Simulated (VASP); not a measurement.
## CdS: single point with PBE

Crystal: CdS.

```
Cd S
1.0
     0.00000    2.87708    2.87708
     2.87708    0.00000    2.87708
     2.87708    2.87708    0.00000
Cd S
1 1
Direct
  0.00000 0.00000 0.00000
  0.75000 0.75000 0.75000
```

```yaml
Program: VASP 6.6.1
Task: single point
Functional: PBE
Potentials_or_basis: VASP PAW PBE potentials, release 64 (Cd_sv_GW, S)
Cutoff: 630 eV
k_mesh: 8 × 8 × 8
Occupations: fermi-dirac, width 0.05 eV
Spin: non-collinear spin, zero start, spin-orbit coupling
Starting_moments: "[[0.0, 0.0, 0.0], [0.0, 0.0, 0.0]] μB"
Dipole_correction: no
Further_INCAR_settings: ALGO = Normal; EDIFF = 1e-06; NBANDS = 38
```

* Pressure: 5.7 GPa
* Net moment: 0.00 μB per cell
* Valence electrons inside the program's atomic spheres: Cd 17.69; S 3.74

Moments on the atoms (μB; x, y, z):
```
Cd  0.00 0.00 0.00
S   0.00 0.00 0.00
```

Wall time 2.6 min on 1 thread of Intel(R) Xeon(R) 6975P-C (Granite Rapids) (shared host), peak memory 0.47 GiB.

Caveat: the cell stands under pressure.
